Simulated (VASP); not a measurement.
# PdPt2Se6 (P-3m1) in VASP: relaxation of cell and atoms with PBE

Aim: the relaxation of cell and atoms of PdPt2Se6 with PBE.

Everything below comes from runs of VASP 6.6.1. Logs are shortened: lines on timing, memory, paths and dates and some standing lists are left out, and cuts for length are marked.

## 1. The cell of the first run

The structure is trigonal, space group P-3m1 (No. 164). The conventional cell has a = 3.750 Å, b = 3.750 Å, c = 18.866 Å, α = 90.00°, β = 90.00°, γ = 120.00°. Pd (site symmetry -3m) has 6 Se at 2.53 Å within 3.3 Å. Within 3.3 Å of Pt (site symmetry 3m) lie 6 Se at 2.53 Å. Se (site symmetry 3m) has 3 Pd at 2.53 Å and 3 Se at 3.39 Å within 3.4 Å. Se (site symmetry 3m) has 3 Pt at 2.53 Å and 3 Se at 3.40 Å within 3.4 Å. Within 3.4 Å of Se (site symmetry 3m) lie 3 Pt at 2.53 Å and 3 Se at 3.40 Å.

## 2. Relaxation of cell and atoms, PBE

The input, INCAR:

```
PREC = Accurate
ENCUT = 600
EDIFF = 1E-6
ISMEAR = 0
SIGMA = 0.02
LREAL = False
LASPH = True
NELM = 60
ALGO = Normal
ISIF = 3
LWAVE = False
LCHARG = False
GGA = PE
IBRION = 2
NSW = 100
EDIFFG = -0.01
```

The input, KPOINTS:

```
regular mesh
0
Gamma
  12 12 2
```

The input, POSCAR:

```
PdPt2Se6
1.0
    3.7500329730      0.0000000000      0.0000000000
   -1.8750164865      3.2476238197      0.0000000000
    0.0000000000      0.0000000000     18.8658997524
Pd Pt Se
1 2 6
Direct
    0.0000000000      0.0000000000      0.0000000000
    0.0000000000      0.0000000000      0.3290085574
    0.0000000000      0.0000000000      0.6709914426
    0.3333333333      0.6666666667      0.0690717445
    0.3333333333      0.6666666667      0.3983585748
    0.3333333333      0.6666666667      0.7402779842
    0.6666666667      0.3333333333      0.2597220158
    0.6666666667      0.3333333333      0.6016414252
    0.6666666667      0.3333333333      0.9309282555
```

Potentials or basis: VASP PAW PBE potentials, release 64 (Pd, Pt, Se).

Run with:

```console
$ cat potpaw_PBE.64/Pd/POTCAR potpaw_PBE.64/Pt/POTCAR potpaw_PBE.64/Se/POTCAR > POTCAR
$ mpirun -np 1 vasp_std > vasp.out
```

OUTCAR:

```text
PREC = Accurate
   ENCUT = 600
   EDIFF = 1E-6
   ISMEAR = 0
   LREAL = False
   LASPH = True
   NELM = 60
   ISIF = 3
   GGA = PE
   IBRION = 2
   NSW = 100
   EDIFFG = -0.01

 ion  position               nearest neighbor table
   1  0.000  0.000  0.000-   4 2.53   9 2.53   9 2.53   4 2.53   9 2.53   4 2.53
   2  0.000  0.000  0.329-   7 2.53   7 2.53   7 2.53   5 2.53   5 2.53   5 2.53
   3  0.000  0.000  0.671-   6 2.53   6 2.53   6 2.53   8 2.53   8 2.53   8 2.53
   4  0.333  0.667  0.069-   1 2.53   1 2.53   1 2.53
   5  0.333  0.667  0.398-   2 2.53   2 2.53   2 2.53
   6  0.333  0.667  0.740-   3 2.53   3 2.53   3 2.53
   7  0.667  0.333  0.260-   2 2.53   2 2.53   2 2.53
   8  0.667  0.333  0.602-   3 2.53   3 2.53   3 2.53
   9  0.667  0.333  0.931-   1 2.53   1 2.53   1 2.53

  LATTYP: Found a hexagonal cell.
 ALAT       =     3.7500329730
 C/A-ratio  =     5.0308623653

  Lattice vectors:

 A1 = (   3.7500329730,   0.0000000000,   0.0000000000)
 A2 = (  -1.8750164865,   3.2476238197,   0.0000000000)
 A3 = (   0.0000000000,   0.0000000000,  18.8658997524)

Analysis of symmetry for initial positions (statically):
=====================================================================
 Subroutine PRICEL returns:
 Original cell was already a primitive cell.

 Routine SETGRP: Setting up the symmetry group for a
 hexagonal supercell.

 Subroutine GETGRP returns: Found 12 space group operations
 (whereof 12 operations were pure point group operations)
 out of a pool of 24 trial point group operations.

The static configuration has the point symmetry D_3d.

Analysis of symmetry for dynamics (positions and initial velocities):
=====================================================================
 Subroutine PRICEL returns:
 Original cell was already a primitive cell.

 Routine SETGRP: Setting up the symmetry group for a
 hexagonal supercell.

 Subroutine GETGRP returns: Found 12 space group operations
 (whereof 12 operations were pure point group operations)
 out of a pool of 24 trial point group operations.

The dynamic configuration has the point symmetry D_3d.

 Subroutine INISYM returns: Found 12 space group operations
 (whereof 12 operations are pure point group operations),
 and found     1 'primitive' translations

----------------------------------------------------------------------------------------

                                     Primitive cell

  volume of cell :     229.7621

  direct lattice vectors                    reciprocal lattice vectors
     3.750032973  0.000000000  0.000000000     0.266664322  0.153958718  0.000000000
    -1.875016487  3.247623820  0.000000000     0.000000000  0.307917436  0.000000000
     0.000000000  0.000000000 18.865899752     0.000000000  0.000000000  0.053005688

  length of vectors
     3.750032973  3.750032973 18.865899752     0.307917436  0.307917436  0.053005688

  position of ions in fractional coordinates (direct lattice)
     0.000000000  0.000000000  0.000000000
     0.000000000  0.000000000  0.329008557
     0.000000000  0.000000000  0.670991443
     0.333333333  0.666666667  0.069071745
     0.333333333  0.666666667  0.398358575
     0.333333333  0.666666667  0.740277984
     0.666666667  0.333333333  0.259722016
     0.666666667  0.333333333  0.601641425
     0.666666667  0.333333333  0.930928255

  ion indices of the primitive-cell ions
   primitive index   ion index
                 1           1
                 2           2
                 3           3
                 4           4
                 5           5
                 6           6
                 7           7
                 8           8
                 9           9

----------------------------------------------------------------------------------------

 KPOINTS: regular mesh

Automatic generation of k-mesh.
 Grid dimensions read from file:
 generate k-points for:   12   12    2

 Generating k-lattice:

  Cartesian coordinates                     Fractional coordinates (reciprocal lattice)
     0.022222027  0.012829893  0.000000000     0.083333333  0.000000000  0.000000000
     0.000000000  0.025659786  0.000000000     0.000000000  0.083333333  0.000000000
     0.000000000  0.000000000  0.026502844     0.000000000  0.000000000  0.500000000

  Length of vectors
     0.025659786  0.025659786  0.026502844

  Shift w.r.t. Gamma in fractional coordinates (k-lattice)
     0.000000000  0.000000000  0.000000000

 Subroutine IBZKPT returns following result:
 ===========================================

 Found     38 irreducible k-points:

 Following reciprocal coordinates:
            Coordinates               Weight
  0.000000  0.000000  0.000000      1.000000
  0.083333 -0.000000  0.000000      6.000000
  0.166667  0.000000  0.000000      6.000000
  0.250000 -0.000000  0.000000      6.000000
  0.333333  0.000000  0.000000      6.000000
  0.416667 -0.000000  0.000000      6.000000
[... 16 lines left out ...]
  0.250000 -0.000000  0.500000      6.000000
  0.333333  0.000000  0.500000      6.000000
 [... further k-points ...]
   k-points           NKPTS =     38   k-points in BZ     NKDIM =     38   number of bands    NBANDS=     39
   number of dos      NEDOS =    301   number of ions     NIONS =      9
   total plane-waves  NPLWV = 144000
   dimension x,y,z NGX =    30 NGY =   30 NGZ =  160
   dimension x,y,z NGXF=    60 NGYF=   60 NGZF=  320
   ions per type =               1   2   6
   NGX,Y,Z   is equivalent  to a cutoff of  13.30, 13.30, 14.10 a.u.
   NGXF,Y,Z  is equivalent  to a cutoff of  26.60, 26.60, 28.20 a.u.
 SYSTEM =  unknown system
   PREC   = accura    normal or accurate (medium, high low for compatibility)
   ISTART =      0    job   : 0-new  1-cont  2-samecut
   ICHARG =      2    charge: 1-file 2-atom 10-const
   ISPIN  =      1    spin polarized calculation?
   LNONCOLLINEAR =      F non collinear calculations
   LSORBIT =      F    spin-orbit coupling
   LASPH  =      T    aspherical Exc in radial PAW
   ENCUT  =  600.0 eV  44.10 Ry    6.64 a.u.   7.49  7.49 37.68*2*pi/ulx,y,z
   NELM   =     60;   NELMIN=  2; NELMDL= -5     # of ELM steps
   EDIFF  = 0.1E-05   stopping-criterion for ELM
   LREAL  =      F    real-space projection
   EDIFFG = -.1E-01   stopping-criterion for IOM
   NSW    =    100    number of steps for IOM
   IBRION =      2    ionic relax: 0-MD 1-quasi-New 2-CG
   NFREE  =      1    steps in history (QN), initial steepest desc. (CG)
   ISIF   =      3    stress and relaxation
   ISYM   =      2    0-nonsym 1-usesym 2-fastsym
   POTIM  = 0.5000    time-step for ionic-motion
   TEBEG  =    0.0;   TEEND  =   0.0 temperature during run
   PSTRESS=    0.0 pullay stress
   NELECT =      66.0000    total number of electrons
   NUPDOWN=      -1.0000    fix difference up-down
   EMIN   =  10.00;   EMAX   =-10.00  energy-range for DOS
   EFERMI =   0.00;   METHOD = LEGACY
   ISMEAR =     0;   SIGMA  =   0.02  broadening in eV -4-tet -1-fermi 0-gaus
   EFERMI_NEDOS =   21; number of points for ismear=-14 and -15
   IALGO  =     38    algorithm
   IMIX   =      4    mixing-type and parameters
     AMIX     =   0.40;   BMIX     =  1.00
     AMIX_MAG =   1.60;   BMIX_MAG =  1.00
  volume/ion in A,a.u.               =      25.53       172.28
  Fermi-wavevector in a.u.,A,eV,Ry     =   1.080181  2.041247 15.875167  1.166792
  Thomas-Fermi vector in A             =   2.216166
   LORBIT       =      0    0 simple, 1 ext, 2 COOP (PROOUT), +10 PAW based schemes
   GGA     = PE    functional components
   LHFCALC =     F    Hartree Fock is set to
   AEXX    =    0.0000 exact exchange contribution
   IVDW    =     0    specifies the selected vdW correction
   LEPSILON=     F    determine dielectric tensor
   LRPA    =     F    only Hartree local field effects (RPA)
 conjugate gradient relaxation of ions
 non-spin polarized calculation
 Gauss-broadening in eV      SIGMA  =   0.02
  energy-cutoff  :      600.00
  volume of cell :      229.76
 maximum number of plane-waves:      7723
 NGX is ok and might be reduce to    30
   NGX = 15   NGY = 15   NGZ = 75

 number of electron      66.0000001 magnetization

 Free energy of the ion-electron system (eV)
  ---------------------------------------------------
  ext. energy  EPLUGINS =         0.00000000
  ---------------------------------------------------
  free energy    TOTEN  =       -41.59839448 eV

  energy without entropy =      -41.59839448  energy(sigma->0) =      -41.59839448

 E-fermi :   3.5559     XC(G=0):  -9.1825

 val. band max:        3.4417386431   @ k =   0.0833   0.0833   0.0000
 cond. band min:       3.8518832226   @ k =   0.2500  -0.0000   0.0000
 fundamental gap:      0.4101445795
 Fermi energy:         3.5559215284

 k-point     1 :       0.0000    0.0000    0.0000
  band No.  band energies     occupation
      1     -10.9567      2.00000
      2     -10.9318      2.00000
      3     -10.4571      2.00000
      4      -9.2027      2.00000
      5      -9.1688      2.00000
      6      -8.9506      2.00000
[... 31 lines left out ...]
     38       5.9197      0.00000
     39       5.9197      0.00000

 k-point     2 :       0.0833   -0.0000    0.0000
  band No.  band energies     occupation
      1     -10.8846      2.00000
      2     -10.8599      2.00000
      3     -10.3948      2.00000
      4      -9.2073      2.00000
      5      -9.1739      2.00000
      6      -8.9505      2.00000
[... 913 lines left out ...]
     38       5.4763      0.00000
     39       5.5483      0.00000

 k-point    24 :       0.3333    0.0000    0.5000
  band No.  band energies     occupation
      1     -10.0029      2.00000
      2      -9.9848      2.00000
      3      -9.6381      2.00000
      4      -9.2790      2.00000
      5      -9.2529      2.00000
      6      -8.9770      2.00000
[... 31 lines left out ...]
     38       5.5221      0.00000
     39       5.5935      0.00000

 [... further k-points ...]

------------------------ aborting loop because EDIFF is reached ----------------------------------------

  FORCE on cell =-STRESS in cart. coord.  units (eV):
  Direction    XX          YY          ZZ          XY          YZ          ZX
  --------------------------------------------------------------------------------------
  -------------------------------------------------------------------------------------
  Total       -0.0508234     -0.0508234     -0.0088060      0.0000000      0.0000000      0.0000000
  in kB       -0.3544019     -0.3544019     -0.0614057      0.0000000      0.0000000      0.0000000
  external PRESSURE =      -0.2567365 kB  Pullay stress =       0.0000000 kB

 VOLUME and BASIS-vectors are now :
 -----------------------------------------------------------------------------
  energy-cutoff  :      600.00
  volume of cell :      229.76
      direct lattice vectors                 reciprocal lattice vectors
     3.750032973  0.000000000  0.000000000     0.266664322  0.153958718  0.000000000
    -1.875016487  3.247623820  0.000000000     0.000000000  0.307917436  0.000000000
     0.000000000  0.000000000 18.865899752     0.000000000  0.000000000  0.053005688

 POSITION                                       TOTAL-FORCE (eV/Angst)
 -----------------------------------------------------------------------------------
      0.00000      0.00000      0.00000        -0.000000      0.000000      0.000000
      0.00000      0.00000      6.20704         0.000000      0.000000     -0.000160
      0.00000      0.00000     12.65886        -0.000000     -0.000000      0.000160
     -0.00000      2.16508      1.30310         0.000000     -0.000000     -0.000143
     -0.00000      2.16508      7.51539        -0.000000      0.000000     -0.002304
     -0.00000      2.16508     13.96601         0.000000     -0.000000     -0.002260
      1.87502      1.08254      4.89989        -0.000000      0.000000      0.002260
      1.87502      1.08254     11.35051         0.000000     -0.000000      0.002304
      1.87502      1.08254     17.56280         0.000000      0.000000      0.000143
 -----------------------------------------------------------------------------------
    total drift:                               -0.000000      0.000000      0.000000

  FREE ENERGIE OF THE ION-ELECTRON SYSTEM (eV)
  ---------------------------------------------------
  free  energy   TOTEN  =       -41.5983944788 eV

  energy  without entropy=      -41.5983944788  energy(sigma->0) =      -41.59839448

 reached required accuracy - stopping structural energy minimisation
```

It took 14 min on 1 thread of Oxide Virtual Turin-like, shared host; peak memory 0.61 GiB.

What came out:

```
Free energy             : -41.5984 eV
Pressure after relaxing : 0.0 GPa
Band gap on the k mesh  : 0.41 eV (least direct gap 0.74 eV)
```

Forces on the atoms (eV/Å):
```
Pd   0.000  0.000  0.000
Pt   0.000  0.000  0.000
Pt   0.000  0.000  0.000
Se   0.000  0.000  0.000
Se   0.000  0.000 -0.002
Se   0.000  0.000 -0.002
Se   0.000  0.000  0.002
Se   0.000  0.000  0.002
Se   0.000  0.000  0.000
```

Final structure:
```
CELL_PARAMETERS angstrom
3.75003 0.00000 0.00000
-1.87502 3.24762 0.00000
0.00000 0.00000 18.86590
ATOMIC_POSITIONS crystal
Pd 0.00000 0.00000 0.00000
Pt 0.00000 0.00000 0.32901
Pt 0.00000 0.00000 0.67099
Se 0.33333 0.66667 0.06907
Se 0.33333 0.66667 0.39836
Se 0.33333 0.66667 0.74028
Se 0.66667 0.33333 0.25972
Se 0.66667 0.33333 0.60164
Se 0.66667 0.33333 0.93093
```

Caveat: the relaxation stopped at its first step, so nothing moved; spin-orbit coupling is left out, which moves the levels of the heavy elements; this functional lacks dispersion, which binds the layers, so the pressure and a relaxed spacing across them are unreliable. A k mesh can miss the band edges.
